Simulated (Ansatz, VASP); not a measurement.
# One calculation of Au, two programs

```xyz
2
Lattice="1.4113 -2.5559 0.0000 1.4113 2.5559 0.0000 0.0000 0.0000 4.8932" Properties=species:S:1:pos:R:3 pbc="T T T"
Au    1.4113   -0.8451    1.2233
Au    1.4113    0.8451    3.6699
```

Alike in both runs: task single point; functional PBEsol; k mesh 22 × 22 × 12; occupations gaussian, width 0.15 eV; no spin polarisation.

```csv
,VASP,Ansatz
version,VASP 6.6.1,Ansatz 0.2.0
potentials or method,"VASP PAW PBE potentials, release 64 (Au), cutoff 520 eV","scalar-relativistic, plane waves, PAW"
valence electrons in the cell,22,38
```

```csv
,VASP,Ansatz,Ansatz less VASP
gap on the k mesh at the Fermi level (eV),none,none,-
pressure (GPa),-5.4,-5.3,+0.19
"traceless stress, the component that is largest in VASP (GPa)",1.45,1.46,+0.011
rms of the force components (eV/Å),0.006,0.006,-0.0001
```

VASP's potentials were made for PBE, not for PBEsol. Atom by atom the forces differ by 0.000 eV/Å (rms over components). A gap of «none» marks a metal or a gap that the smearing closes. With one functional, cell and mesh, what is left measures potentials, basis and numerics. VASP's potentials hold 22 valence electrons a cell and Ansatz's 38, so a difference there can come from the potentials and not from the codes.

Spin-orbit coupling is off throughout.
